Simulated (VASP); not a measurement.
Write the native input for VASP 6.6.1 that does the following.

| Quantity | Value |
| --- | --- |
| Task | single point |
| Functional | PBEsol |
| Potentials or basis | VASP PAW PBE potentials, release 64 (Al, Ni) |
| Cutoff | 520 eV |
| k mesh | 16 × 16 × 16 |
| Occupations | gaussian, width 0.15 eV |
| Spin | no spin polarisation |
| Dipole correction | no |
| Further INCAR settings | ALGO = Normal; EDIFF = 1e-07; NBANDS = 14 |

The structure of AlNi lies in POSCAR:

```
AlNi
1.0
    2.7657600000      0.0000000000      0.0000000000
    0.0000000000      2.7657600000      0.0000000000
    0.0000000000      0.0000000000      3.1114800000
Al Ni
1 1
Direct
    0.0000000000      0.0000000000      0.0000000000
    0.5000000000      0.5000000000      0.5000000000
```

This cell differs from its parent crystal: strain -0.040 along x and y, +0.080 along z.

One way to write it, as run:

INCAR

```
SYSTEM = AlNi
  PREC = Accurate
  ENCUT = 520
  EDIFF = 1E-7
  ISMEAR = 0
  SIGMA = 0.15
  LREAL = .FALSE.
  LASPH = .TRUE.
  NELM = 80
  ALGO = Normal
  ISIF = 2
  LWAVE = .FALSE.
  LCHARG = .FALSE.
  GGA = PS
  NBANDS = 14
```

KPOINTS

```
Automatic mesh
0
G
  16 16 16
  0 0 0
```

Potentials or basis: VASP PAW PBE potentials, release 64 (Al, Ni).

Command:

```console
$ cat potpaw_PBE.64/Al/POTCAR potpaw_PBE.64/Ni/POTCAR > POTCAR
$ mpirun -np 1 vasp_std > vasp.out
```

Results of the run:

* Pressure: -1.8 GPa

Caveat: the cell differs from its parent crystal (strain -0.040 along x and y, +0.080 along z); the PAW data sets were made with another functional, which shifts forces and pressure a little.

Run time: 76 s on 1 thread of AMD EPYC 9R45 96-Core Processor (Zen 5), with other jobs on the host, peak memory 0.22 GiB.
